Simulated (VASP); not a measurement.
Wanted: the native input for a VASP 6.6.1 run.

```
Task                   : single point
Functional             : PBEsol
Potentials or basis    : VASP PAW PBE potentials, release 64 (Si, Ni)
Cutoff                 : 520 eV
k mesh                 : 10 × 10 × 10
Occupations            : gaussian, width 0.15 eV
Spin                   : no spin polarisation
Dipole correction      : no
Further INCAR settings : ALGO = Normal; EDIFF = 1e-06; NBANDS = 38
```

The structure of SiNi lies in POSCAR:

```
SiNi
1.0
    4.4679770072      0.0000000000      0.0000000000
    0.0000000000      4.4679770072      0.0000000000
    0.0000000000      0.0000000000      4.1105388466
Si Ni
4 4
Direct
    0.8464645187      0.8464645187      0.8464645187
    0.6535354813      0.1535354813      0.3464645187
    0.3464645187      0.6535354813      0.1535354813
    0.1535354813      0.3464645187      0.6535354813
    0.1489904732      0.1489904732      0.1489904732
    0.3510095268      0.8510095268      0.6489904732
    0.6489904732      0.3510095268      0.8510095268
    0.8510095268      0.6489904732      0.3510095268
```

This cell differs from its parent crystal: strain +0.000 along x and y, -0.080 along z.

The input as run:

INCAR

```
SYSTEM = SiNi
PREC = Accurate
ENCUT = 520
EDIFF = 1E-6
ISMEAR = 0
SIGMA = 0.15
LREAL = .FALSE.
LASPH = .TRUE.
NELM = 100
ALGO = Normal
ISIF = 2
LWAVE = .FALSE.
LCHARG = .FALSE.
GGA = PS
NBANDS = 38
```

KPOINTS

```
Automatic mesh
0
G
  10 10 10
  0 0 0
```

Potentials or basis: VASP PAW PBE potentials, release 64 (Si, Ni).

Run with:

```bash
$ cat potpaw_PBE.64/Si/POTCAR potpaw_PBE.64/Ni/POTCAR > POTCAR
$ mpirun -np 1 vasp_std > vasp.out
```

It gave:

The pressure is 22.3 GPa and the largest force is 0.407 eV/Å. The band gap on the k mesh is zero (bands 28 and 29 overlap by 1.40 eV).

Caveat: the cell differs from its parent crystal (strain +0.000 along x and y, -0.080 along z); the cell stands under pressure; the PAW data sets were made with another functional, which shifts forces and pressure a little.

Run time: 8.2 min on 1 thread of Intel(R) Xeon(R) Platinum 8375C CPU @ 2.90GHz (Ice Lake), with other jobs on the host, peak memory 0.57 GiB.
